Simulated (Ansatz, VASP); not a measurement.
# Zr: VASP beside Ansatz

File INCAR:

```
PREC = Accurate
ENCUT = 600
EDIFF = 1E-7
ISMEAR = 0
SIGMA = 0.1
LREAL = False
LASPH = True
NELM = 60
ALGO = Fast
ISIF = 3
LWAVE = False
LCHARG = False
GGA = PE
IBRION = 2
NSW = 100
EDIFFG = -0.005
```

File KPOINTS:

```
Automatic mesh
0
Gamma
  18 18 8
```

POSCAR

```
Zr
1.0
    3.2050700000      0.0000000000      0.0000000000
   -1.6025350000      2.7756720000      0.0000000000
    0.0000000000      0.0000000000      5.2338570000
Zr
2
Direct
    0.0000000000      0.0000000000      0.0000000000
    0.3333333300      0.6666666700      0.5000000000
```

Input for Ansatz:

```yaml
crystal:
  lattice:
    - [3.20507, 0.0, 0.0]
    - [-1.602535, 2.775672, 0.0]
    - [0.0, 0.0, 5.233857]
  atoms:
    - { symbol: Zr, position: [0.0, 0.0, 0.0] }
    - { symbol: Zr, position: [0.33333333, 0.66666667, 0.5] }
basis:
  ecutwfc: 420
kpoints:
  mp_grid: { grid: [18, 18, 8] }
hamiltonian:
  xc: pbe
scf:
  occupations: { method: gaussian, width: 0.1 }
output:
  forces: true
  stress: true
  eigenvalues: true
  write_density: true
  write_potential: true
  elf: true
  volumetric_format: npy
relax:
  adjacent_minimum: "off"
  f_tol: 0.005
  max_steps: 80
  cell: { stress_tol: 0.05 }
```

Alike in both runs: task relaxation of cell and atoms; functional PBE; k mesh 18 × 18 × 8; occupations gaussian, width 0.1 eV; no spin polarisation.

```csv
,VASP,Ansatz
version,VASP 6.6.1,Ansatz 0.2.0
potentials or method,"VASP PAW PBE potentials, release 64 (Zr_sv), cutoff 600 eV","scalar-relativistic, plane waves, PAW"
valence electrons in the cell,24,24
```

VASP gave:

| Quantity | Value |
| --- | --- |
| gap on the k mesh at the Fermi level, each at its own relaxed structure (eV) | none |
| relaxed volume (Å³/atom) | 23.40 |
| relaxed cell length with the largest relative difference (Å) | 3.233 |

Question: Which values does Ansatz return?

Answer: gap on the k mesh at the Fermi level, each at its own relaxed structure (eV): none; relaxed volume (Å³/atom): 23.39; relaxed cell length with the largest relative difference (Å): 3.233.

A gap of «none» marks a metal or a gap that the smearing closes.
